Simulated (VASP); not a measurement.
# Be4Sb3 (Im-3m) in VASP: further runs

Runs on Be4Sb3. Level: PBE. Tasks: single point, relaxation of cell and atoms.

Everything below comes from runs of VASP 6.6.1. Logs are shortened: lines on timing, memory, paths and dates and some standing lists are left out, and cuts for length are marked.

## 1. The cell of the first run

The structure is cubic, space group Im-3m (No. 229). The conventional cell has a = 6.420 Å, b = 6.420 Å, c = 6.420 Å, α = 90.00°, β = 90.00°, γ = 90.00°. Within 3.7 Å of Be (site symmetry -3m) lie 6 Sb at 2.78 Å and 6 Be at 3.21 Å. Sb (site symmetry 4/mmm) has 8 Be at 2.78 Å and 4 Sb at 3.21 Å within 3.7 Å.

## 2. Single point, PBE

Input file INCAR:

```
SYSTEM = Be4Sb3
ALGO     = Normal         ! electronic algorithm
EDIFF    = 1E-7           ! SCF threshold, eV
ENCUT    = 520            ! plane-wave cutoff, eV
GGA      = PE             ! functional
ISIF     = 2              ! what is computed and relaxed
ISMEAR   = 0              ! smearing method
LASPH    = .TRUE.         ! aspherical terms in the spheres
LCHARG   = .FALSE.        ! write CHGCAR
LREAL    = .FALSE.        ! projectors in reciprocal space
LWAVE    = .FALSE.        ! write WAVECAR
NBANDS   = 20             ! bands
NELM     = 100            ! most SCF steps
PREC     = Accurate       ! precision mode
SIGMA    = 0.1            ! smearing width, eV
```

Input file KPOINTS:

```
k-points
0
G
  8 8 8
  0 0 0
```

Input file POSCAR:

```
Be4Sb3
1.0
   -3.2098608421      3.2098608421      3.2098608421
    3.2098608421     -3.2098608421      3.2098608421
    3.2098608421      3.2098608421     -3.2098608421
Be Sb
4 3
Direct
    0.5000000000      0.5000000000      0.5000000000
    0.0000000000      0.0000000000      0.5000000000
    0.0000000000      0.5000000000      0.0000000000
    0.5000000000      0.0000000000      0.0000000000
    0.0000000000      0.5000000000      0.5000000000
    0.5000000000      0.0000000000      0.5000000000
    0.5000000000      0.5000000000      0.0000000000
```

Potentials or basis: VASP PAW PBE potentials, release 64 (Be, Sb).

Run with:

```sh
$ cat potpaw_PBE.64/Be/POTCAR potpaw_PBE.64/Sb/POTCAR > POTCAR
$ mpirun -np 1 vasp_std > vasp.out
```

OUTCAR:

```text
SYSTEM = Be4Sb3
   EDIFF = 1E-7
   ENCUT = 520
   GGA = PE
   ISIF = 2
   ISMEAR = 0
   LASPH = .TRUE.
   LREAL = .FALSE.
   NELM = 100
   PREC = Accurate

 ion  position               nearest neighbor table
   1  0.500  0.500  0.500-   5 2.78   6 2.78   7 2.78   7 2.78   6 2.78   5 2.78
   2  0.000  0.000  0.500-   5 2.78   6 2.78   7 2.78   5 2.78   6 2.78   7 2.78
   3  0.000  0.500  0.000-   5 2.78   6 2.78   7 2.78   5 2.78   7 2.78   6 2.78
   4  0.500  0.000  0.000-   5 2.78   6 2.78   7 2.78   6 2.78   7 2.78   5 2.78
   5  0.000  0.500  0.500-   1 2.78   2 2.78   3 2.78   4 2.78   3 2.78   2 2.78   1 2.78   4 2.78
                             6 3.21   7 3.21   6 3.21   7 3.21
   6  0.500  0.000  0.500-   1 2.78   2 2.78   3 2.78   4 2.78   4 2.78   1 2.78   2 2.78   3 2.78
                             7 3.21   5 3.21   5 3.21   7 3.21
   7  0.500  0.500  0.000-   1 2.78   2 2.78   3 2.78   4 2.78   1 2.78   4 2.78   3 2.78   2 2.78
                             6 3.21   5 3.21   5 3.21   6 3.21

  LATTYP: Found a body centered cubic cell.
 ALAT       =     6.4197216842

  Lattice vectors:

 A1 = (  -3.2098608421,   3.2098608421,   3.2098608421)
 A2 = (   3.2098608421,  -3.2098608421,   3.2098608421)
 A3 = (   3.2098608421,   3.2098608421,  -3.2098608421)

Analysis of symmetry for initial positions (statically):
=====================================================================
 Subroutine PRICEL returns:
 Original cell was already a primitive cell.

 Routine SETGRP: Setting up the symmetry group for a
 body centered cubic supercell.

 Subroutine GETGRP returns: Found 48 space group operations
 (whereof 48 operations were pure point group operations)
 out of a pool of 48 trial point group operations.

The static configuration has the point symmetry O_h .

Analysis of symmetry for dynamics (positions and initial velocities):
=====================================================================
 Subroutine PRICEL returns:
 Original cell was already a primitive cell.

 Routine SETGRP: Setting up the symmetry group for a
 body centered cubic supercell.

 Subroutine GETGRP returns: Found 48 space group operations
 (whereof 48 operations were pure point group operations)
 out of a pool of 48 trial point group operations.

The dynamic configuration has the point symmetry O_h .

 Subroutine INISYM returns: Found 48 space group operations
 (whereof 48 operations are pure point group operations),
 and found     1 'primitive' translations

----------------------------------------------------------------------------------------

                                     Primitive cell

[... 109 lines left out ...]
   TEBEG  =    0.0;   TEEND  =   0.0 temperature during run
   PSTRESS=    0.0 pullay stress
   NELECT =      23.0000    total number of electrons
   NUPDOWN=      -1.0000    fix difference up-down
   EMIN   =  10.00;   EMAX   =-10.00  energy-range for DOS
   EFERMI =   0.00;   METHOD = LEGACY
   ISMEAR =     0;   SIGMA  =   0.10  broadening in eV -4-tet -1-fermi 0-gaus
   EFERMI_NEDOS =   21; number of points for ismear=-14 and -15
   IALGO  =     38    algorithm
   IMIX   =      4    mixing-type and parameters
     AMIX     =   0.40;   BMIX     =  1.00
     AMIX_MAG =   1.60;   BMIX_MAG =  1.00
  volume/ion in A,a.u.               =      18.90       127.53
  Fermi-wavevector in a.u.,A,eV,Ry     =   0.913716  1.726673 11.359191  0.834877
  Thomas-Fermi vector in A             =   2.038260
   LORBIT       =      0    0 simple, 1 ext, 2 COOP (PROOUT), +10 PAW based schemes
   GGA     = PE    functional components
   LHFCALC =     F    Hartree Fock is set to
   AEXX    =    0.0000 exact exchange contribution
   IVDW    =     0    specifies the selected vdW correction
   LEPSILON=     F    determine dielectric tensor
   LRPA    =     F    only Hartree local field effects (RPA)
 non-spin polarized calculation
 Gauss-broadening in eV      SIGMA  =   0.10
  energy-cutoff  :      520.00
  volume of cell :      132.29
 maximum number of plane-waves:      3580
 NGX is ok and might be reduce to    42
   NGX = 21   NGY = 21   NGZ = 21

 number of electron      23.0000002 magnetization

 Free energy of the ion-electron system (eV)
  ---------------------------------------------------
  ext. energy  EPLUGINS =         0.00000000
  ---------------------------------------------------
  free energy    TOTEN  =       -21.55053049 eV

  energy without entropy =      -21.52502295  energy(sigma->0) =      -21.53777672

 E-fermi :   6.8840     XC(G=0):  -9.6340

 val. band max:        6.8839318518   @ k =   0.3750   0.0000   0.0000
 cond. band min:       6.8969317502   @ k =   0.0000   0.0000   0.0000
 fundamental gap:      0.0129998985
 Fermi energy:         6.8839666371

 k-point     1 :       0.0000    0.0000    0.0000
  band No.  band energies     occupation
      1      -5.8129      2.00000
      2      -1.4134      2.00000
      3      -1.4134      2.00000
      4       1.0743      2.00000
      5       1.0743      2.00000
      6       1.0743      2.00000
[... 541 lines left out ...]
     19      10.1800      0.00000
     20      10.5070      0.00000

 [... further k-points ...]

------------------------ aborting loop because EDIFF is reached ----------------------------------------

  FORCE on cell =-STRESS in cart. coord.  units (eV):
  Direction    XX          YY          ZZ          XY          YZ          ZX
  --------------------------------------------------------------------------------------
  -------------------------------------------------------------------------------------
  Total        0.1015487      0.1015487      0.1015487      0.0000000     -0.0000000      0.0000000
  in kB        1.2298900      1.2298900      1.2298900      0.0000000     -0.0000000      0.0000000
  external PRESSURE =       1.2298900 kB  Pullay stress =       0.0000000 kB

 VOLUME and BASIS-vectors are now :
 -----------------------------------------------------------------------------
  energy-cutoff  :      520.00
  volume of cell :      132.29
      direct lattice vectors                 reciprocal lattice vectors
    -3.209860842  3.209860842  3.209860842     0.000000000  0.155769993  0.155769993
     3.209860842 -3.209860842  3.209860842     0.155769993  0.000000000  0.155769993
     3.209860842  3.209860842 -3.209860842     0.155769993  0.155769993  0.000000000

 POSITION                                       TOTAL-FORCE (eV/Angst)
 -----------------------------------------------------------------------------------
      1.60493      1.60493      1.60493        -0.000000     -0.000000      0.000000
      1.60493      1.60493     -1.60493         0.000000      0.000000     -0.000000
      1.60493     -1.60493      1.60493        -0.000000      0.000000     -0.000000
     -1.60493      1.60493      1.60493        -0.000000      0.000000     -0.000000
      3.20986      0.00000      0.00000        -0.000000     -0.000000      0.000000
      0.00000      3.20986      0.00000        -0.000000      0.000000      0.000000
      0.00000      0.00000      3.20986         0.000000     -0.000000      0.000000
 -----------------------------------------------------------------------------------
    total drift:                               -0.000000      0.000000     -0.000000

  FREE ENERGIE OF THE ION-ELECTRON SYSTEM (eV)
  ---------------------------------------------------
  free  energy   TOTEN  =       -21.5505304940 eV

  energy  without entropy=      -21.5250229514  energy(sigma->0) =      -21.53777672
```

Run time: 49 s. Hardware: 1 thread of AMD EPYC 9R45 (Zen 5), shared host; peak memory 0.25 GiB.

Results:

```
Free energy : -21.5505 eV
Pressure    : 0.1 GPa
```

Caveat: spin-orbit coupling is left out, which moves the levels of the heavy elements.

## 3. Relaxation of cell and atoms, PBE

This run uses another cell than the first one, of 18.99 Å³/atom, 1.005 times its volume.

Input file INCAR:

```
SYSTEM = Be4Sb3
ALGO = Normal ; EDIFF = 1E-6
EDIFFG = -0.01 ; ENCUT = 600
GGA = PE ; IBRION = 2
ISIF = 3 ; ISMEAR = 0
LASPH = .TRUE. ; LCHARG = .FALSE.
LREAL = .FALSE. ; LWAVE = .FALSE.
NELM = 100 ; NSW = 100
PREC = Accurate ; SIGMA = 0.1
```

KPOINTS is that of step 2.

Changes to POSCAR since step 2:

```diff
@@ -2,5 +2,5 @@
 1.0
-   -3.2098608421      3.2098608421      3.2098608421
-    3.2098608421     -3.2098608421      3.2098608421
-    3.2098608421      3.2098608421     -3.2098608421
+   -3.2149845797      3.2149845797      3.2149845797
+    3.2149845797     -3.2149845797      3.2149845797
+    3.2149845797      3.2149845797     -3.2149845797
 Be Sb
```

Potentials or basis: VASP PAW PBE potentials, release 64 (Be, Sb).

Run with:

```sh
$ cat potpaw_PBE.64/Be/POTCAR potpaw_PBE.64/Sb/POTCAR > POTCAR
$ mpirun -np 1 vasp_std > vasp.out
```

Run time: 68 s. Hardware: 1 thread of AMD EPYC 9R45 (Zen 5), shared host; peak memory 0.32 GiB.

Results (log left out):

* Free energy: -21.5508 eV
* Relaxed volume: 18.93 Å³/atom
* Relaxed cell: a = 5.563 Å, b = 5.563 Å, c = 5.563 Å, α = 109.47°, β = 109.47°, γ = 109.47°
* Space group after relaxing (to 0.05 Å): Im-3m (No. 229)
* Energy gained by relaxing: 0.0 meV/atom
* Ionic steps: 2
* Pressure after relaxing: 0.0 GPa

The path:
```csv
step,energy change (eV),largest force (eV/Å),pressure (GPa),volume (Å³)
1,0.0000,0.0000,-0.17,132.92
2,-0.0002,0.0000,0.01,132.54
```

Final structure:
```
CELL_PARAMETERS angstrom
-3.21191 3.21191 3.21191
3.21191 -3.21191 3.21191
3.21191 3.21191 -3.21191
ATOMIC_POSITIONS crystal
Be 0.50000 0.50000 0.50000
Be 0.00000 0.00000 0.50000
Be 0.00000 0.50000 0.00000
Be 0.50000 0.00000 0.00000
Sb 0.00000 0.50000 0.50000
Sb 0.50000 0.00000 0.50000
Sb 0.50000 0.50000 0.00000
```

Levels at points of the mesh, in eV from the Fermi level:
```tsv
k point	band 9	band 10	band 11	band 12	band 13	band 14	band 15
(0.00, 0.00, 0.00)	-3.75	-1.93	-1.93	-1.93	0.01	1.20	1.20
(0.50, 0.00, 0.00)	-2.71	-2.20	-0.44	0.92	1.10	1.39	1.69
(0.50, 0.50, 0.50)	-1.42	-0.30	-0.30	-0.30	-0.01	1.43	3.26
```

Caveat: spin-orbit coupling is left out, which moves the levels of the heavy elements.

## 4. Single point, PBE

Input file INCAR:

```
ALGO     = Normal         # electronic algorithm
EDIFF    = 1E-6           # SCF threshold, eV
ENCUT    = 520            # plane-wave cutoff, eV
GGA      = PE             # functional
ISIF     = 2              # what is computed and relaxed
ISMEAR   = 0              # smearing method
LASPH    = True           # aspherical terms in the spheres
LCHARG   = False          # write CHGCAR
LREAL    = False          # projectors in reciprocal space
LWAVE    = False          # write WAVECAR
NBANDS   = 20             # bands
NELM     = 100            # most SCF steps
PREC     = Accurate       # precision mode
SIGMA    = 0.1            # smearing width, eV
```

Input file KPOINTS:

```
k-points
0
Gamma
  8 8 8
```

Changes to POSCAR since step 3:

```diff
@@ -2,5 +2,5 @@
 1.0
-   -3.2149845797      3.2149845797      3.2149845797
-    3.2149845797     -3.2149845797      3.2149845797
-    3.2149845797      3.2149845797     -3.2149845797
+   -3.2098608421      3.2098608421      3.2098608421
+    3.2098608421     -3.2098608421      3.2098608421
+    3.2098608421      3.2098608421     -3.2098608421
 Be Sb
```

Potentials or basis: VASP PAW PBE potentials, release 64 (Be, Sb).

Run with:

```sh
$ cat potpaw_PBE.64/Be/POTCAR potpaw_PBE.64/Sb/POTCAR > POTCAR
$ mpirun -np 1 vasp_std > vasp.out
```

OUTCAR:

```text
EDIFF = 1E-6
   ENCUT = 520
   GGA = PE
   ISIF = 2
   ISMEAR = 0
   LASPH = True
   LREAL = False
   NELM = 100
   PREC = Accurate

 ion  position               nearest neighbor table
   1  0.500  0.500  0.500-   5 2.78   6 2.78   7 2.78   7 2.78   6 2.78   5 2.78
   2  0.000  0.000  0.500-   5 2.78   6 2.78   7 2.78   5 2.78   6 2.78   7 2.78
   3  0.000  0.500  0.000-   5 2.78   6 2.78   7 2.78   5 2.78   7 2.78   6 2.78
   4  0.500  0.000  0.000-   5 2.78   6 2.78   7 2.78   6 2.78   7 2.78   5 2.78
   5  0.000  0.500  0.500-   1 2.78   2 2.78   3 2.78   4 2.78   3 2.78   2 2.78   1 2.78   4 2.78
                             6 3.21   7 3.21   6 3.21   7 3.21
   6  0.500  0.000  0.500-   1 2.78   2 2.78   3 2.78   4 2.78   4 2.78   1 2.78   2 2.78   3 2.78
                             7 3.21   5 3.21   5 3.21   7 3.21
   7  0.500  0.500  0.000-   1 2.78   2 2.78   3 2.78   4 2.78   1 2.78   4 2.78   3 2.78   2 2.78
                             6 3.21   5 3.21   5 3.21   6 3.21

  LATTYP: Found a body centered cubic cell.
 ALAT       =     6.4197216842

  Lattice vectors:

 A1 = (  -3.2098608421,   3.2098608421,   3.2098608421)
[... 192 lines left out ...]
 fundamental gap:      0.0128989388
 Fermi energy:         6.8839247284

 k-point     1 :       0.0000    0.0000    0.0000
  band No.  band energies     occupation
      1      -5.8129      2.00000
      2      -1.4134      2.00000
      3      -1.4134      2.00000
      4       1.0743      2.00000
      5       1.0743      2.00000
      6       1.0743      2.00000
[... 541 lines left out ...]
     19      10.1800      0.00000
     20      10.5070      0.00000

 [... further k-points ...]

------------------------ aborting loop because EDIFF is reached ----------------------------------------

  FORCE on cell =-STRESS in cart. coord.  units (eV):
  Direction    XX          YY          ZZ          XY          YZ          ZX
  --------------------------------------------------------------------------------------
  -------------------------------------------------------------------------------------
  Total        0.1006455      0.1006455      0.1006455      0.0000000     -0.0000000      0.0000000
  in kB        1.2189513      1.2189513      1.2189513      0.0000000     -0.0000000      0.0000000
  external PRESSURE =       1.2189513 kB  Pullay stress =       0.0000000 kB

 VOLUME and BASIS-vectors are now :
 -----------------------------------------------------------------------------
  energy-cutoff  :      520.00
  volume of cell :      132.29
      direct lattice vectors                 reciprocal lattice vectors
    -3.209860842  3.209860842  3.209860842     0.000000000  0.155769993  0.155769993
     3.209860842 -3.209860842  3.209860842     0.155769993  0.000000000  0.155769993
     3.209860842  3.209860842 -3.209860842     0.155769993  0.155769993  0.000000000

 POSITION                                       TOTAL-FORCE (eV/Angst)
 -----------------------------------------------------------------------------------
      1.60493      1.60493      1.60493        -0.000000      0.000000     -0.000000
      1.60493      1.60493     -1.60493         0.000000     -0.000000      0.000000
      1.60493     -1.60493      1.60493         0.000000      0.000000      0.000000
     -1.60493      1.60493      1.60493        -0.000000     -0.000000      0.000000
      3.20986      0.00000      0.00000         0.000000      0.000000     -0.000000
      0.00000      3.20986      0.00000        -0.000000      0.000000      0.000000
      0.00000      0.00000      3.20986         0.000000     -0.000000     -0.000000
 -----------------------------------------------------------------------------------
    total drift:                               -0.000000      0.000000     -0.000000

  FREE ENERGIE OF THE ION-ELECTRON SYSTEM (eV)
  ---------------------------------------------------
  free  energy   TOTEN  =       -21.5505300234 eV

  energy  without entropy=      -21.5250220093  energy(sigma->0) =      -21.53777602
```

Run time: 41 s. Hardware: 1 thread of AMD EPYC 9R45 (Zen 5), shared host; peak memory 0.25 GiB.

What came out:

```
Free energy : -21.5505 eV
Pressure    : 0.1 GPa
```

Levels at points of the mesh, in eV from the Fermi level:
```csv
k point,band 10,band 11,band 12,band 13,band 14,band 15
"(0.00, 0.00, 0.00)",-1.93,-1.93,-1.93,0.01,1.20,1.20
"(0.50, 0.00, 0.00)",-2.20,-0.44,0.92,1.10,1.39,1.69
"(0.50, 0.50, 0.50)",-0.30,-0.30,-0.30,-0.01,1.43,3.27
```

Caveat: spin-orbit coupling is left out, which moves the levels of the heavy elements.
